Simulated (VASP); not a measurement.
# K4Mg3VF12 (P4/mmm) in VASP: single point with PBEsol

Aim: the single point of K4Mg3VF12 with PBEsol.

Program: VASP 6.6.1. These are calculated values, not measurements. Logs are shortened: lines on timing, memory, paths and dates and some standing lists are left out, and cuts for length are marked.

### Step 1. The cell of the first run

It takes space group P4/mmm (No. 123, tetragonal). Conventional cell: a = 5.642 Å, b = 5.642 Å, c = 7.979 Å, α = 90.00°, β = 90.00°, γ = 90.00°. K (site symmetry 2mm) has 12 F at 2.81 to 2.83 Å and 6 Mg at 3.45 to 3.46 Å and 2 V at 3.46 Å within 3.7 Å. Within 2.7 Å of V (site symmetry 4/mmm) lie 6 F at 2.04 to 2.05 Å. Mg (site symmetry 4/mmm) has 6 F at 1.94 to 2.00 Å within 2.6 Å. Within 2.6 Å of Mg (site symmetry 4/mmm) lie 6 F at 1.95 to 2.00 Å. Mg (site symmetry 4/mmm) has 6 F at 1.99 Å within 2.6 Å. F (site symmetry m2m) has 1 Mg at 1.95 Å and 1 V at 2.04 Å within 2.6 Å. F (site symmetry m2m) has 2 Mg at 1.99 to 2.00 Å within 2.6 Å. Within 2.6 Å of F (site symmetry 4mm) lie 1 Mg at 1.94 Å and 1 V at 2.05 Å.

### Step 2. Single point, PBEsol, collinear spin

INCAR reads:

```
PREC = Accurate
ENCUT = 520
EDIFF = 1E-6
ISMEAR = 0
SIGMA = 0.05
LREAL = Auto
LASPH = True
NELM = 150
ALGO = Normal
ISIF = 2
LWAVE = False
LCHARG = False
ISPIN = 2
MAGMOM = 0 0 0 0 0.73 0 0 0 0 0 0 0 0 0 0 0 0.02 0.02 0 0
LORBIT = 11
LMAXMIX = 4
GGA = PS
NBANDS = 90
```

KPOINTS reads:

```
regular mesh
0
Gamma
  3 3 2
```

POSCAR reads:

```
K4Mg3VF12
1.0
    3.9897000000      3.9897000000      0.0000000000
   -3.9897000000      3.9897000000      0.0000000000
    0.0000000000      0.0000000000      7.9794000000
K V Mg F
4 1 3 12
Direct
    0.5000000000      0.0000000000      0.2512002981
    0.5000000000      0.0000000000      0.7487997019
    0.0000000000      0.5000000000      0.2512002981
    0.0000000000      0.5000000000      0.7487997019
    0.0000000000      0.0000000000      0.0000000000
    0.0000000000      0.0000000000      0.5000000000
    0.5000000000      0.5000000000      0.0000000000
    0.5000000000      0.5000000000      0.5000000000
    0.2562295092      0.7437704908      0.0000000000
    0.2502879233      0.7497120767      0.5000000000
    0.7437704908      0.2562295092      0.0000000000
    0.7497120767      0.2502879233      0.5000000000
    0.2562295092      0.2562295092      0.0000000000
    0.2502879233      0.2502879233      0.5000000000
    0.7437704908      0.7437704908      0.0000000000
    0.7497120767      0.7497120767      0.5000000000
    0.0000000000      0.0000000000      0.2567536721
    0.0000000000      0.0000000000      0.7432463279
    0.5000000000      0.5000000000      0.2510090051
    0.5000000000      0.5000000000      0.7489909949
```

Potentials or basis: VASP PAW PBE potentials, release 64 (K_sv, V_sv, Mg, F).

Launch:

```bash
cat potpaw_PBE.64/K_sv/POTCAR potpaw_PBE.64/V_sv/POTCAR potpaw_PBE.64/Mg/POTCAR potpaw_PBE.64/F/POTCAR > POTCAR
mpirun -np 1 vasp_std > vasp.out
```

OUTCAR:

```text
PREC = Accurate
   ENCUT = 520
   EDIFF = 1E-6
   ISMEAR = 0
   LREAL = Auto
   LASPH = True
   NELM = 150
   ISIF = 2
   ISPIN = 2
   LORBIT = 11
   GGA = PS

 ion  position               nearest neighbor table
   1  0.500  0.000  0.251-  10 2.81  12 2.81  14 2.81  16 2.81  19 2.82  19 2.82  17 2.82  17 2.82
                            13 2.83  11 2.83  15 2.83   9 2.83   8 3.45   6 3.45   6 3.45   8 3.45
   2  0.500  0.000  0.749-  10 2.81  12 2.81  14 2.81  16 2.81  20 2.82  20 2.82  18 2.82  18 2.82
                            13 2.83  11 2.83  15 2.83   9 2.83   8 3.45   6 3.45   6 3.45   8 3.45
   3  0.000  0.500  0.251-  10 2.81  12 2.81  14 2.81  16 2.81  19 2.82  19 2.82  17 2.82  17 2.82
                            13 2.83  11 2.83  15 2.83   9 2.83   6 3.45   6 3.45   8 3.45   8 3.45
   4  0.000  0.500  0.749-  10 2.81  12 2.81  14 2.81  16 2.81  20 2.82  20 2.82  18 2.82  18 2.82
                            13 2.83  11 2.83  15 2.83   9 2.83   6 3.45   6 3.45   8 3.45   8 3.45
   5  0.000  0.000  0.000-   9 2.04  11 2.04  13 2.04  15 2.04  17 2.05  18 2.05
   6  0.000  0.000  0.500-  17 1.94  18 1.94  14 2.00  16 2.00  10 2.00  12 2.00   3 3.45   4 3.45
                             1 3.45   2 3.45   3 3.45   4 3.45   1 3.45   2 3.45
   7  0.500  0.500  0.000-   9 1.95  11 1.95  13 1.95  15 1.95  19 2.00  20 2.00   3 3.46   4 3.46
                             1 3.46   2 3.46   1 3.46   2 3.46   3 3.46   4 3.46
   8  0.500  0.500  0.500-  19 1.99  20 1.99  14 1.99  16 1.99  10 1.99  12 1.99   3 3.45   4 3.45
                             1 3.45   2 3.45   1 3.45   2 3.45   3 3.45   4 3.45
   9  0.256  0.744  0.000-   7 1.95   5 2.04   3 2.83   4 2.83   1 2.83   2 2.83
  10  0.250  0.750  0.500-   8 1.99   6 2.00   3 2.81   4 2.81   1 2.81   2 2.81
  11  0.744  0.256  0.000-   7 1.95   5 2.04   3 2.83   4 2.83   1 2.83   2 2.83
  12  0.750  0.250  0.500-   8 1.99   6 2.00   3 2.81   4 2.81   1 2.81   2 2.81
  13  0.256  0.256  0.000-   7 1.95   5 2.04   3 2.83   4 2.83   1 2.83   2 2.83
  14  0.250  0.250  0.500-   8 1.99   6 2.00   3 2.81   4 2.81   1 2.81   2 2.81
  15  0.744  0.744  0.000-   7 1.95   5 2.04   3 2.83   4 2.83   1 2.83   2 2.83
  16  0.750  0.750  0.500-   8 1.99   6 2.00   3 2.81   4 2.81   1 2.81   2 2.81
  17  0.000  0.000  0.257-   6 1.94   5 2.05   1 2.82   3 2.82   3 2.82   1 2.82
  18  0.000  0.000  0.743-   6 1.94   5 2.05   2 2.82   4 2.82   4 2.82   2 2.82
  19  0.500  0.500  0.251-   8 1.99   7 2.00   1 2.82   3 2.82   1 2.82   3 2.82
  20  0.500  0.500  0.749-   8 1.99   7 2.00   2 2.82   4 2.82   2 2.82   4 2.82

  LATTYP: Found a simple tetragonal cell.
 ALAT       =     5.6422878498
 C/A-ratio  =     1.4142135624

  Lattice vectors:

 A1 = (   3.9897000000,   3.9897000000,   0.0000000000)
 A2 = (  -3.9897000000,   3.9897000000,   0.0000000000)
 A3 = (   0.0000000000,   0.0000000000,   7.9794000000)

Analysis of symmetry for initial positions (statically):
=====================================================================
 Subroutine PRICEL returns:
 Original cell was already a primitive cell.

 Routine SETGRP: Setting up the symmetry group for a
 simple tetragonal supercell.

 Subroutine GETGRP returns: Found 16 space group operations
 (whereof 16 operations were pure point group operations)
 out of a pool of 16 trial point group operations.

The static configuration has the point symmetry D_4h.

Analysis of symmetry for dynamics (positions and initial velocities):
=====================================================================
 Subroutine PRICEL returns:
 Original cell was already a primitive cell.

 Routine SETGRP: Setting up the symmetry group for a
 simple tetragonal supercell.

 Subroutine GETGRP returns: Found 16 space group operations
 (whereof 16 operations were pure point group operations)
 out of a pool of 16 trial point group operations.

The dynamic configuration has the point symmetry D_4h.

Analysis of structural, dynamic, and magnetic symmetry:
=====================================================================
 Subroutine PRICEL returns:
 Original cell was already a primitive cell.

 Routine SETGRP: Setting up the symmetry group for a
 simple tetragonal supercell.

 Subroutine GETGRP returns: Found 16 space group operations
 (whereof 16 operations were pure point group operations)
 out of a pool of 16 trial point group operations.

The overall configuration has the point symmetry D_4h.

 Subroutine INISYM returns: Found 16 space group operations
 (whereof 16 operations are pure point group operations),
 and found     1 'primitive' translations

----------------------------------------------------------------------------------------

                                     Primitive cell
[... 104 lines left out ...]
   LSORBIT =      F    spin-orbit coupling
   LASPH  =      T    aspherical Exc in radial PAW
   ENCUT  =  520.0 eV  38.22 Ry    6.18 a.u.  10.49 10.49 14.84*2*pi/ulx,y,z
   NELM   =    150;   NELMIN=  2; NELMDL= -5     # of ELM steps
   EDIFF  = 0.1E-05   stopping-criterion for ELM
   LREAL  =      T    real-space projection
   EDIFFG = 0.1E-04   stopping-criterion for IOM
   NSW    =      0    number of steps for IOM
   IBRION =     -1    ionic relax: 0-MD 1-quasi-New 2-CG
   NFREE  =      0    steps in history (QN), initial steepest desc. (CG)
   ISIF   =      2    stress and relaxation
   ISYM   =      2    0-nonsym 1-usesym 2-fastsym
   POTIM  = 0.5000    time-step for ionic-motion
   TEBEG  =    0.0;   TEEND  =   0.0 temperature during run
   PSTRESS=    0.0 pullay stress
   NELECT =     139.0000    total number of electrons
   NUPDOWN=      -1.0000    fix difference up-down
   EMIN   =  10.00;   EMAX   =-10.00  energy-range for DOS
   EFERMI =   0.00;   METHOD = LEGACY
   ISMEAR =     0;   SIGMA  =   0.05  broadening in eV -4-tet -1-fermi 0-gaus
   EFERMI_NEDOS =   21; number of points for ismear=-14 and -15
   IALGO  =     38    algorithm
   IMIX   =      4    mixing-type and parameters
     AMIX     =   0.40;   BMIX     =  1.00
     AMIX_MAG =   1.60;   BMIX_MAG =  1.00
  volume/ion in A,a.u.               =      12.70        85.71
  Fermi-wavevector in a.u.,A,eV,Ry     =   1.339017  2.530376 24.394802  1.792967
  Thomas-Fermi vector in A             =   2.467442
   LORBIT       =     11    0 simple, 1 ext, 2 COOP (PROOUT), +10 PAW based schemes
   GGA     = PS    functional components
   LHFCALC =     F    Hartree Fock is set to
   AEXX    =    0.0000 exact exchange contribution
   IVDW    =     0    specifies the selected vdW correction
   LEPSILON=     F    determine dielectric tensor
   LRPA    =     F    only Hartree local field effects (RPA)
 spin polarized calculation
 Gauss-broadening in eV      SIGMA  =   0.05
  energy-cutoff  :      520.00
  volume of cell :      254.03
 maximum number of plane-waves:      6865
 NGX is ok and might be reduce to    42
   NGX = 21   NGY = 21   NGZ = 29

 number of electron     138.9999892 magnetization       3.0003513

 Free energy of the ion-electron system (eV)
  ---------------------------------------------------
  ext. energy  EPLUGINS =         0.00000000
  ---------------------------------------------------
  free energy    TOTEN  =      -105.39775651 eV

  energy without entropy =     -105.39775651  energy(sigma->0) =     -105.39775651

 E-fermi :   4.4277     XC(G=0): -10.0781

 val. band max:        4.1392180821   @ k =   0.3333   0.3333   0.0000
 cond. band min:       5.6864756096   @ k =   0.0000   0.0000   0.0000
 fundamental gap:      1.5472575275
 Fermi energy:         4.4276581289

 spin component 1

 k-point     1 :       0.0000    0.0000    0.0000
  band No.  band energies     occupation
      1     -60.4627      1.00000
      2     -34.5437      1.00000
      3     -34.5413      1.00000
      4     -34.5412      1.00000
      5     -26.9448      1.00000
      6     -26.9146      1.00000
[... 493 lines left out ...]
     80       9.5587      0.00000
     81       9.6195      0.00000
 Fermi energy:         4.4276581289

 spin component 2

 k-point     1 :       0.0000    0.0000    0.0000
  band No.  band energies     occupation
      1     -57.8833      1.00000
      2     -32.0079      1.00000
      3     -32.0059      1.00000
      4     -32.0059      1.00000
      5     -26.9433      1.00000
      6     -26.9131      1.00000
[... 493 lines left out ...]
     80       9.5630      0.00000
     81       9.6775      0.00000
 [bands above 81 left out]

------------------------ aborting loop because EDIFF is reached ----------------------------------------

  FORCE on cell =-STRESS in cart. coord.  units (eV):
  Direction    XX          YY          ZZ          XY          YZ          ZX
  --------------------------------------------------------------------------------------
  -------------------------------------------------------------------------------------
  Total        2.2630404      2.2630404      2.1897769      0.0000000      0.0000000      0.0000000
  in kB       14.2732274     14.2732274     13.8111465      0.0000000      0.0000000      0.0000000
  external PRESSURE =      14.1192004 kB  Pullay stress =       0.0000000 kB

 VOLUME and BASIS-vectors are now :
 -----------------------------------------------------------------------------
  energy-cutoff  :      520.00
  volume of cell :      254.03
      direct lattice vectors                 reciprocal lattice vectors
     3.989700000  3.989700000  0.000000000     0.125322706  0.125322706  0.000000000
    -3.989700000  3.989700000  0.000000000    -0.125322706  0.125322706  0.000000000
     0.000000000  0.000000000  7.979400000     0.000000000  0.000000000  0.125322706

 POSITION                                       TOTAL-FORCE (eV/Angst)
 -----------------------------------------------------------------------------------
      1.99485      1.99485      2.00443         0.000000     -0.000000     -0.003908
      1.99485      1.99485      5.97497         0.000000     -0.000000      0.003908
     -1.99485      1.99485      2.00443         0.000000     -0.000000     -0.003908
     -1.99485      1.99485      5.97497         0.000000     -0.000000      0.003908
      0.00000      0.00000      0.00000         0.000000     -0.000000     -0.000000
      0.00000      0.00000      3.98970         0.000000     -0.000000     -0.000000
[... 12 lines left out ...]
      0.00000      3.98970      2.00290        -0.000000     -0.000000     -0.000273
      0.00000      3.98970      5.97650         0.000000      0.000000      0.000273
 -----------------------------------------------------------------------------------
    total drift:                               -0.000000      0.000000     -0.000000

  FREE ENERGIE OF THE ION-ELECTRON SYSTEM (eV)
  ---------------------------------------------------
  free  energy   TOTEN  =      -105.3977565052 eV

  energy  without entropy=     -105.3977565052  energy(sigma->0) =     -105.39775651

 total charge

# of ion       s       p       d       tot
------------------------------------------
    1        1.954   5.576   0.029   7.560
    2        1.954   5.576   0.029   7.560
    3        1.954   5.576   0.029   7.560
    4        1.954   5.576   0.029   7.560
    5        2.145   6.136   3.178  11.459
    6        0.131   0.169   0.085   0.384
[... 12 lines left out ...]
   19        1.728   4.394   0.000   6.122
   20        1.728   4.394   0.000   6.122
--------------------------------------------------
tot         31.090  81.660   3.549 116.299

 magnetization (x)

# of ion       s       p       d       tot
------------------------------------------
    1       -0.000   0.000   0.001   0.001
    2       -0.000   0.000   0.001   0.001
    3       -0.000   0.000   0.001   0.001
    4       -0.000   0.000   0.001   0.001
    5        0.014   0.014   2.623   2.650
    6       -0.000  -0.000   0.000  -0.001
[... 12 lines left out ...]
   19        0.000  -0.000   0.000   0.000
   20        0.000  -0.000   0.000   0.000
--------------------------------------------------
tot          0.009   0.077   2.628   2.714
```

Run time: 15 min. Hardware: 1 thread of AMD EPYC 7R13, shared host; peak memory 0.46 GiB.

Results:

| Item | Value |
| --- | --- |
| Free energy | -105.3978 eV |
| Pressure | 1.4 GPa |
| Largest force | 0.131 eV/Å |
| Band gap on the k mesh | 1.55 eV, indirect (least direct gap 1.61 eV) |
| Net moment | 3.00 μB per cell |
| Site moments | K +0.00; V +2.65; Mg -0.00, +0.00; F +0.01, +0.00 μB |
| Valence electrons inside the program's atomic spheres | K 7.56; V 11.46; Mg 0.38, 0.40, 0.37; F 6.12 |

Forces on the atoms (eV/Å):
```
K    0.000  0.000 -0.004
K    0.000  0.000  0.004
K    0.000  0.000 -0.004
K    0.000  0.000  0.004
V    0.000  0.000  0.000
Mg   0.000  0.000  0.000
Mg   0.000  0.000  0.000
Mg   0.000  0.000  0.000
F   -0.129  0.000  0.000
F   -0.003  0.000  0.000
F    0.129  0.000  0.000
F    0.003  0.000  0.000
F    0.000 -0.129  0.000
F    0.000 -0.003  0.000
F    0.000  0.129  0.000
F    0.000  0.003  0.000
F    0.000  0.000 -0.131
F    0.000  0.000  0.131
F    0.000  0.000  0.000
F    0.000  0.000  0.000
```

Levels at points of the mesh, in eV from the valence-band top:
Spin up:
```
           k point  band 69  band 70  band 71  band 72  band 73  band 74
(0.00, 0.00, 0.00)    -0.13    -0.07    -0.07     1.55     1.98     2.29
(0.00, 0.00, 0.50)    -0.13    -0.06    -0.06     1.97     2.30     2.59
```
Spin down:
| k point | band 65 | band 66 | band 67 | band 68 | band 69 | band 70 | band 71 | band 72 |
| --- | --- | --- | --- | --- | --- | --- | --- | --- |
| (0.00, 0.00, 0.00) | -5.73 | -5.62 | -5.62 | -5.57 | 1.66 | 2.61 | 2.65 | 2.65 |
| (0.00, 0.00, 0.50) | -5.87 | -5.87 | -5.73 | -5.57 | 2.61 | 2.61 | 2.65 | 2.65 |

Caveat: the PAW data sets were made with another functional, which shifts forces and pressure a little. A k mesh can miss the band edges.
